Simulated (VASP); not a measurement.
The system is Mo3H.

```
H Mo
1.0
     5.07851    0.00000    0.00000
    -2.53925    4.39812    0.00000
     0.00000    0.00000    4.73857
H Mo
2 6
Direct
  0.33333 0.66667 0.25000
  0.66667 0.33333 0.75000
  0.66700 0.66700 0.00000
  0.66700 0.00000 0.50000
  0.00000 0.66700 0.50000
  0.33300 0.33300 0.50000
  0.33300 0.00000 0.00000
  0.00000 0.33300 0.00000
```

```yaml
Program: VASP 6.6.1
Task: relaxation of cell and atoms
Functional: PBE
Potentials_or_basis: VASP PAW PBE potentials, release 64 (H, Mo_sv)
Cutoff: 600 eV
k_mesh: 4 × 4 × 4
Occupations: gaussian, width 0.2 eV
Spin: no spin polarisation
```

At the start: pressure -11.8 GPa; volume 13.23 Å³/atom.

Question: Where does the relaxation end?

Answer: Over 14 steps the energy falls by 55.6 meV/atom and the volume is 12.63 Å³/atom (-4.5 %); space group P6_322 (No. 182, to 0.1 Å) before and after.

The path:
| step | energy change (eV) | largest force (eV/Å) | pressure (GPa) | volume (Å³) |
| --- | --- | --- | --- | --- |
| 1 | 0.0000 | 0.1728 | -11.76 | 105.84 |
| 2 | 0.3666 | 0.3877 | 25.36 | 91.65 |
| 3 | -0.2332 | 0.2651 | 0.08 | 100.11 |
| 4 | -0.2334 | 0.2670 | 0.37 | 99.98 |
| 5 | -0.2741 | 0.2937 | 0.55 | 99.90 |
| 6 | -0.3682 | 0.2136 | 2.05 | 99.59 |
| 7 | -0.3670 | 0.1300 | 2.64 | 99.49 |
| 8 | -0.3696 | 0.1808 | 2.30 | 99.55 |
| 9 | -0.3817 | 0.1197 | -1.38 | 101.22 |
| 10 | -0.3831 | 0.1351 | -0.52 | 100.81 |
| 11 | -0.3968 | 0.1347 | -0.59 | 100.86 |
| 12 | -0.4307 | 0.1173 | -0.51 | 101.00 |
| 13 | -0.4215 | 0.2587 | 1.32 | 101.19 |
| 14 | -0.4447 | 0.0353 | -0.12 | 101.08 |

Final structure:
```xyz
8
Lattice="4.9562 0.0000 0.0000 -2.4781 4.2922 0.0000 0.0000 0.0000 4.7515" Properties=species:S:1:pos:R:3 pbc="T T T"
H     0.0000    2.8615    1.1879
H     2.4781    1.4307    3.5636
Mo    1.7102    2.9622    0.0000
Mo    0.9424    4.2922    2.3757
Mo    3.2460    2.9622    2.3757
Mo    0.7679    1.3300    2.3757
Mo    1.5357    0.0000    0.0000
Mo   -0.7679    1.3300    0.0000
```

Caveat: the relaxation stopped at a loose force limit of 0.08 eV/Å, so its end isn't a converged minimum.
